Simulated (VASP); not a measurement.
# Be16H (a cell with a defect) in VASP: further runs

The runs below take Be16H (a cell with a defect) through single point, with PBE.

Program: VASP 6.6.1. These are calculated values, not measurements. Logs are shortened: lines on timing, memory, paths and dates and some standing lists are left out, and cuts for length are marked.

**1. The cell of the first run**

The cell holds a defect, 17 atoms: a = 4.580 Å, b = 3.966 Å, c = 7.177 Å, α = 90.00°, β = 90.00°, γ = 90.00°.

**2. Single point, PBE**

Contents of INCAR:

```
SYSTEM = Be16H
PREC = Accurate
ENCUT = 520
EDIFF = 1E-6
ISMEAR = -1
SIGMA = 0.15
LREAL = Auto
LASPH = .TRUE.
NELM = 100
ALGO = Normal
ISIF = 2
LWAVE = .FALSE.
LCHARG = .FALSE.
GGA = PE
NBANDS = 30
```

Contents of KPOINTS:

```
Automatic mesh
0
G
  5 5 3
  0 0 0
```

Contents of POSCAR:

```
Be16H
1.0
   -2.2900000000     -3.9663960000      0.0000000000
    3.4350000000     -1.9831980000      0.0000000000
    0.0000000000      0.0000000000      7.1768600000
Be H
16 1
Direct
    0.7496085062      0.5069235747     -0.0055726320
    0.4831980586      0.3425256344      0.2501149528
    0.7496081922      0.5069277322      0.5058049063
    0.4991717252      0.3339925039      0.7501155101
    0.4962654107     -0.0037092313     -0.0047314564
    0.2495326540      0.8330709688      0.2501134201
    0.4962664068     -0.0037076938      0.5049617799
    0.2496049456      0.8281593378      0.7501145348
    0.2495794966      0.4965726484     -0.0011909108
    0.0159384567      0.3421412128      0.2501150921
    0.2495803621      0.4965729343      0.5014206770
    0.0000222901      0.3339790522      0.7501148134
    0.0029592905     -0.0037301964     -0.0047424640
    0.7497391883      0.8153358780      0.2501156495
    0.0029597779     -0.0037301626      0.5049723695
    0.7495948801      0.8370131806      0.7501160675
    0.7493798118      0.1705245325      0.2501176002
```

Potentials or basis: VASP PAW PBE potentials, release 64 (Be, H).

Launch:

```console
cat potpaw_PBE.64/Be/POTCAR potpaw_PBE.64/H/POTCAR > POTCAR
mpirun -np 1 vasp_std > vasp.out
```

OUTCAR:

```text
SYSTEM = Be16H
   PREC = Accurate
   ENCUT = 520
   EDIFF = 1E-6
   ISMEAR = -1
   LREAL = Auto
   LASPH = .TRUE.
   NELM = 100
   ISIF = 2
   GGA = PE

 ion  position               nearest neighbor table
   1  0.750  0.507  0.994-  16 2.19  12 2.20   4 2.20  14 2.21  13 2.26   5 2.26   9 2.29   9 2.29
                             2 2.30  10 2.30   5 2.33  13 2.33
   2  0.483  0.343  0.250-  17 1.40  10 2.14  11 2.18   9 2.18   6 2.22  14 2.24   6 2.29   7 2.29
                             5 2.29   1 2.30   3 2.30
   3  0.750  0.507  0.506-  16 2.19  12 2.20   4 2.20  14 2.21  15 2.26   7 2.26  11 2.29  11 2.29
                             2 2.30  10 2.30   7 2.33  15 2.33
   4  0.499  0.334  0.750-   3 2.20   1 2.20   5 2.21   7 2.21   9 2.22  11 2.22   8 2.27  16 2.28
                            12 2.29  12 2.29  16 2.30   8 2.31
   5  0.496  0.996  0.995-   8 2.19  16 2.20   4 2.21   6 2.25  13 2.26   1 2.26   9 2.28  14 2.28
                             9 2.28   2 2.29  13 2.32   1 2.33
   6  0.250  0.833  0.250-   2 2.22  10 2.22   9 2.24  11 2.24  13 2.24  15 2.24   5 2.25   7 2.25
                            10 2.29   2 2.29  14 2.29  14 2.29
   7  0.496  0.996  0.505-   8 2.19  16 2.20   4 2.21   6 2.25  15 2.26   3 2.26  11 2.28  14 2.28
                            11 2.28   2 2.29  15 2.32   3 2.33
   8  0.250  0.828  0.750-  15 2.19  13 2.19   7 2.19   5 2.19  11 2.22   9 2.22   4 2.27  12 2.27
                            16 2.29  16 2.29  12 2.31   4 2.31
   9  0.250  0.497  0.999-   2 2.18  10 2.18  12 2.22   4 2.22   8 2.22   6 2.24  13 2.28   5 2.28
                            13 2.28   5 2.28   1 2.29   1 2.29
  10  0.016  0.342  0.250-  17 1.40   2 2.14  11 2.18   9 2.18   6 2.22  14 2.24   6 2.29  15 2.29
                            13 2.29   1 2.30   3 2.30
  11  0.250  0.497  0.501-   2 2.18  10 2.18  12 2.22   4 2.22   8 2.22   6 2.24  15 2.28   7 2.28
                            15 2.28   7 2.28   3 2.29   3 2.29
  12  0.000  0.334  0.750-   3 2.20   1 2.20  15 2.21  13 2.21   9 2.22  11 2.22   8 2.27  16 2.28
                             4 2.29   4 2.29  16 2.30   8 2.31
  13  0.003  0.996  0.995-   8 2.19  16 2.20  12 2.21   6 2.24   5 2.26   1 2.26   9 2.28  14 2.28
                             9 2.28  10 2.29   5 2.32   1 2.33
  14  0.750  0.815  0.250-  17 1.41   3 2.21   1 2.21   2 2.24  10 2.24  15 2.28  13 2.28   7 2.28
                             5 2.28   6 2.29   6 2.29
  15  0.003  0.996  0.505-   8 2.19  16 2.20  12 2.21   6 2.24   7 2.26   3 2.26  11 2.28  14 2.28
                            11 2.28  10 2.29   7 2.32   3 2.33
  16  0.750  0.837  0.750-   3 2.19   1 2.19  13 2.20   5 2.20   7 2.20  15 2.20  12 2.28   4 2.28
                             8 2.29   8 2.29   4 2.30  12 2.30
  17  0.749  0.171  0.250-   2 1.40  10 1.40  14 1.41

  LATTYP: Found a simple orthorhombic cell.
 ALAT       =     3.9663962620
 B/A-ratio  =     1.1547004875
 C/A-ratio  =     1.8094157835

  Lattice vectors:

 A1 = (  -3.4350000000,   1.9831980000,   0.0000000000)
 A2 = (  -2.2900000000,  -3.9663960000,   0.0000000000)
 A3 = (   0.0000000000,   0.0000000000,   7.1768600000)

Analysis of symmetry for initial positions (statically):
=====================================================================
 Subroutine PRICEL returns:
 Original cell was already a primitive cell.

 Routine SETGRP: Setting up the symmetry group for a
 simple orthorhombic supercell.

 Subroutine GETGRP returns: Found  2 space group operations
 (whereof  1 operations were pure point group operations)
 out of a pool of  8 trial point group operations.

The static configuration has the point symmetry C_1 .
 The point group associated with its full space group is C_1h.

Analysis of symmetry for dynamics (positions and initial velocities):
=====================================================================
 Subroutine PRICEL returns:
 Original cell was already a primitive cell.

 Routine SETGRP: Setting up the symmetry group for a
 simple orthorhombic supercell.

 Subroutine GETGRP returns: Found  2 space group operations
 (whereof  1 operations were pure point group operations)
 out of a pool of  8 trial point group operations.

The dynamic configuration has the point symmetry C_1 .
 The point group associated with its full space group is C_1h.

 Subroutine INISYM returns: Found  2 space group operations
 (whereof  1 operations are pure point group operations),
 and found     1 'primitive' translations

----------------------------------------------------------------------------------------

                                     Primitive cell

  volume of cell :     130.3755

  direct lattice vectors                    reciprocal lattice vectors
    -2.290000000 -3.966396000  0.000000000    -0.109170306 -0.189088533  0.000000000
[... 58 lines left out ...]
     0.000000000  0.000000000  0.046445567     0.000000000  0.000000000  0.333333333

  Length of vectors
     0.043668125  0.050423605  0.046445567

  Shift w.r.t. Gamma in fractional coordinates (k-lattice)
     0.000000000  0.000000000  0.000000000

 Subroutine IBZKPT returns following result:
 ===========================================

 Found     26 irreducible k-points:

 Following reciprocal coordinates:
            Coordinates               Weight
  0.000000  0.000000  0.000000      1.000000
  0.200000  0.000000  0.000000      2.000000
  0.400000  0.000000  0.000000      2.000000
  0.000000  0.200000  0.000000      2.000000
  0.200000  0.200000  0.000000      2.000000
 -0.200000  0.200000  0.000000      2.000000
[... 16 lines left out ...]
  0.200000  0.400000  0.333333      4.000000
 -0.200000  0.400000 -0.333333      4.000000
 [... further k-points ...]
   k-points           NKPTS =     26   k-points in BZ     NKDIM =     26   number of bands    NBANDS=     30
   number of dos      NEDOS =    301   number of ions     NIONS =     17
   total plane-waves  NPLWV =  58320
   dimension x,y,z NGX =    36 NGY =   30 NGZ =   54
   dimension x,y,z NGXF=    72 NGYF=   60 NGZF=  108
   ions per type =              16   1
   NGX,Y,Z   is equivalent  to a cutoff of  13.07, 12.57, 12.51 a.u.
   NGXF,Y,Z  is equivalent  to a cutoff of  26.13, 25.15, 25.02 a.u.
 SYSTEM =  Be16H
   PREC   = accura    normal or accurate (medium, high low for compatibility)
   ISTART =      0    job   : 0-new  1-cont  2-samecut
   ICHARG =      2    charge: 1-file 2-atom 10-const
   ISPIN  =      1    spin polarized calculation?
   LNONCOLLINEAR =      F non collinear calculations
   LSORBIT =      F    spin-orbit coupling
   LASPH  =      T    aspherical Exc in radial PAW
   ENCUT  =  520.0 eV  38.22 Ry    6.18 a.u.   8.52  7.37 13.34*2*pi/ulx,y,z
   NELM   =    100;   NELMIN=  2; NELMDL= -5     # of ELM steps
   EDIFF  = 0.1E-05   stopping-criterion for ELM
   LREAL  =      T    real-space projection
   EDIFFG = 0.1E-04   stopping-criterion for IOM
   NSW    =      0    number of steps for IOM
   IBRION =     -1    ionic relax: 0-MD 1-quasi-New 2-CG
   NFREE  =      0    steps in history (QN), initial steepest desc. (CG)
   ISIF   =      2    stress and relaxation
   ISYM   =      2    0-nonsym 1-usesym 2-fastsym
   POTIM  = 0.5000    time-step for ionic-motion
   TEBEG  =    0.0;   TEEND  =   0.0 temperature during run
   PSTRESS=    0.0 pullay stress
   NELECT =      33.0000    total number of electrons
   NUPDOWN=      -1.0000    fix difference up-down
   EMIN   =  10.00;   EMAX   =-10.00  energy-range for DOS
   EFERMI =   0.00;   METHOD = LEGACY
   ISMEAR =    -1;   SIGMA  =   0.15  broadening in eV -4-tet -1-fermi 0-gaus
   EFERMI_NEDOS =   21; number of points for ismear=-14 and -15
   IALGO  =     38    algorithm
   IMIX   =      4    mixing-type and parameters
     AMIX     =   0.40;   BMIX     =  1.00
     AMIX_MAG =   1.60;   BMIX_MAG =  1.00
  volume/ion in A,a.u.               =       7.67        51.75
  Fermi-wavevector in a.u.,A,eV,Ry     =   1.035573  1.956950 14.591049  1.072412
  Thomas-Fermi vector in A             =   2.169923
   LORBIT       =      0    0 simple, 1 ext, 2 COOP (PROOUT), +10 PAW based schemes
   GGA     = PE    functional components
   LHFCALC =     F    Hartree Fock is set to
   AEXX    =    0.0000 exact exchange contribution
   IVDW    =     0    specifies the selected vdW correction
   LEPSILON=     F    determine dielectric tensor
   LRPA    =     F    only Hartree local field effects (RPA)
 non-spin polarized calculation
  energy-cutoff  :      520.00
  volume of cell :      130.38
 maximum number of plane-waves:      3529
 NGX is ok and might be reduce to    36
   NGX = 17   NGY = 15   NGZ = 27

 number of electron      33.0000000 magnetization

 Free energy of the ion-electron system (eV)
  ---------------------------------------------------
  ext. energy  EPLUGINS =         0.00000000
  ---------------------------------------------------
  free energy    TOTEN  =       -61.34584431 eV

  energy without entropy =      -61.19542849  energy(sigma->0) =      -61.27063640

 E-fermi :   7.1333     XC(G=0): -10.5800

 val. band max:        7.0949763027   @ k =  -0.4000   0.2000   0.0000
 cond. band min:       7.1556525694   @ k =   0.2000   0.4000   0.0000
 fundamental gap:      0.0606762667
 Fermi energy:         7.1332663951

 k-point     1 :       0.0000    0.0000    0.0000
  band No.  band energies     occupation
      1      -4.9979      2.00000
      2      -2.9080      2.00000
      3      -2.1893      2.00000
      4      -0.3089      2.00000
      5       0.9636      2.00000
      6       1.5045      2.00000
[... 733 lines left out ...]
     27      12.5734      0.00000
     28      13.0708      0.00000

 [... further k-points ...]

 [bands above 28 left out]

------------------------ aborting loop because EDIFF is reached ----------------------------------------

  FORCE on cell =-STRESS in cart. coord.  units (eV):
  Direction    XX          YY          ZZ          XY          YZ          ZX
  --------------------------------------------------------------------------------------
  -------------------------------------------------------------------------------------
  Total        0.7379814      1.5455949      1.8413157      0.7086146      0.0000000      0.0000000
  in kB        9.0690123     18.9937288     22.6278257      8.7081253      0.0000000      0.0000000
  external PRESSURE =      16.8968556 kB  Pullay stress =       0.0000000 kB

 VOLUME and BASIS-vectors are now :
 -----------------------------------------------------------------------------
  energy-cutoff  :      520.00
  volume of cell :      130.38
      direct lattice vectors                 reciprocal lattice vectors
    -2.290000000 -3.966396000  0.000000000    -0.109170306 -0.189088533  0.000000000
     3.435000000 -1.983198000  0.000000000     0.218340611 -0.126059022  0.000000000
     0.000000000  0.000000000  7.176860000     0.000000000  0.000000000  0.139336702

 POSITION                                       TOTAL-FORCE (eV/Angst)
 -----------------------------------------------------------------------------------
      0.02468     -3.97857      7.13687        -0.003769      0.002195      0.001695
      0.07005     -2.59585      1.79504         0.004020      0.010879      0.000000
      0.02469     -3.97858      3.63009        -0.003769      0.002195     -0.001695
      0.00416     -2.64229      5.38347         0.000041     -0.001039      0.000000
      2.28581     -3.94423      7.14290         0.000417     -0.001071      0.003349
      2.29017     -2.64189      1.79503        -0.001256      0.000113      0.000000
[... 9 lines left out ...]
      1.15857     -4.63315      5.38348         0.001689     -0.000962      0.000000
     -1.13033     -3.31052      1.79506         0.009083     -0.006478      0.000000
 -----------------------------------------------------------------------------------
    total drift:                                0.000225     -0.000730     -0.001262

  FREE ENERGIE OF THE ION-ELECTRON SYSTEM (eV)
  ---------------------------------------------------
  free  energy   TOTEN  =       -61.3458443092 eV

  energy  without entropy=      -61.1954284917  energy(sigma->0) =      -61.27063640
```

Wall time 65 s (1 thread of AMD EPYC 9R45 (Zen 5), shared host); peak memory 0.22 GiB.

What came out:

| Item | Value |
| --- | --- |
| Free energy | -61.3458 eV |
| Pressure | 1.7 GPa |
| Largest force | 0.012 eV/Å |
| Band gap on the k mesh | zero (an odd number of electrons rules out a gap without spin polarisation) |

Forces on the atoms (eV/Å):
```
Be  -0.004  0.002  0.002
Be   0.004  0.011  0.000
Be  -0.004  0.002 -0.002
Be   0.000 -0.001  0.000
Be   0.000 -0.001  0.003
Be  -0.001  0.000  0.000
Be   0.000 -0.001 -0.003
Be  -0.001  0.001  0.000
Be   0.002 -0.002 -0.002
Be  -0.006 -0.009  0.000
Be   0.002 -0.002  0.002
Be   0.001  0.000  0.000
Be   0.001  0.000  0.003
Be  -0.008  0.006  0.000
Be   0.001  0.000 -0.003
Be   0.002 -0.001  0.000
H    0.009 -0.006  0.000
```

Levels at points of the mesh, in eV from the Fermi level:
| k point | band 14 | band 15 | band 16 | band 17 | band 18 | band 19 |
| --- | --- | --- | --- | --- | --- | --- |
| (0.00, 0.00, 0.00) | -3.43 | -0.62 | 0.32 | 0.61 | 0.98 | 1.15 |

**3. Single point, PBE**

Contents of INCAR:

```
PREC = Accurate
ENCUT = 520
EDIFF = 1E-6
ISMEAR = -1
SIGMA = 0.15
LREAL = Auto
LASPH = True
NELM = 100
ALGO = Normal
ISIF = 2
LWAVE = False
LCHARG = False
GGA = PE
NBANDS = 30
```

Contents of KPOINTS:

```
regular mesh
0
Gamma
  5 5 3
```

Contents of POSCAR:

```
Be16H
1.0
   -2.2900000000     -3.9663960000      0.0000000000
    3.4350000000     -1.9831980000      0.0000000000
    0.0000000000      0.0000000000      7.1768600000
Be H
16 1
Direct
    0.7496136574      0.5073645635     -0.0056403497
    0.4836953671      0.3421814820      0.2501160675
    0.7496139244      0.5073726017      0.5058695586
    0.4992718292      0.3341518163      0.7501135594
    0.4963822424     -0.0036458995     -0.0048291314
    0.2495274978      0.8331720437      0.2501120267
    0.4963785484     -0.0036501089      0.5050520701
    0.2496047507      0.8281536766      0.7501107727
    0.2495830655      0.4963986084     -0.0012271383
    0.0154383067      0.3417684781      0.2501146741
    0.2495824925      0.4963926951      0.5014504951
   -0.0000783016      0.3341358630      0.7501143954
    0.0028517199     -0.0036668301     -0.0048386063
    0.7497543895      0.8153407720      0.2501169035
    0.0028484625     -0.0036719129      0.5050615450
    0.7495947946      0.8372952197      0.7501174608
    0.7493462194      0.1697688042      0.2501453282
```

Potentials or basis: VASP PAW PBE potentials, release 64 (Be, H).

Launch:

```console
cat potpaw_PBE.64/Be/POTCAR potpaw_PBE.64/H/POTCAR > POTCAR
mpirun -np 1 vasp_std > vasp.out
```

Wall time 88 s (1 thread of AMD EPYC 9R45 (Zen 5), shared host); peak memory 0.24 GiB.

It converged, with:

* Free energy: -61.3456 eV
* Pressure: 1.7 GPa
* Largest force: 0.038 eV/Å
* Band gap on the k mesh: zero (an odd number of electrons rules out a gap without spin polarisation)

Forces in eV/Å, atoms in the order of the input:
```
Be  -0.011  0.006  0.004
Be   0.029  0.024  0.000
Be  -0.011  0.006 -0.004
Be   0.001  0.003  0.000
Be   0.003  0.003  0.006
Be  -0.006  0.003  0.000
Be   0.003  0.003 -0.006
Be   0.001 -0.001  0.000
Be   0.005 -0.003  0.005
Be  -0.005 -0.037  0.000
Be   0.005 -0.003 -0.004
Be  -0.002 -0.003  0.000
Be  -0.001 -0.004  0.006
Be  -0.026  0.016  0.000
Be  -0.001 -0.005 -0.006
Be  -0.002  0.001  0.000
H    0.017 -0.012  0.001
```

Stress tensor (GPa, compression positive):
```
0.93 0.85 0.00
0.85 1.89 0.00
0.00 0.00 2.28
```

Levels at points of the mesh, in eV from the Fermi level:
| k point | band 14 | band 15 | band 16 | band 17 | band 18 | band 19 |
| --- | --- | --- | --- | --- | --- | --- |
| (0.00, 0.00, 0.00) | -3.43 | -0.62 | 0.32 | 0.61 | 0.98 | 1.15 |

The gap in the log of VASP goes by the Fermi energy; the results here count the filled bands.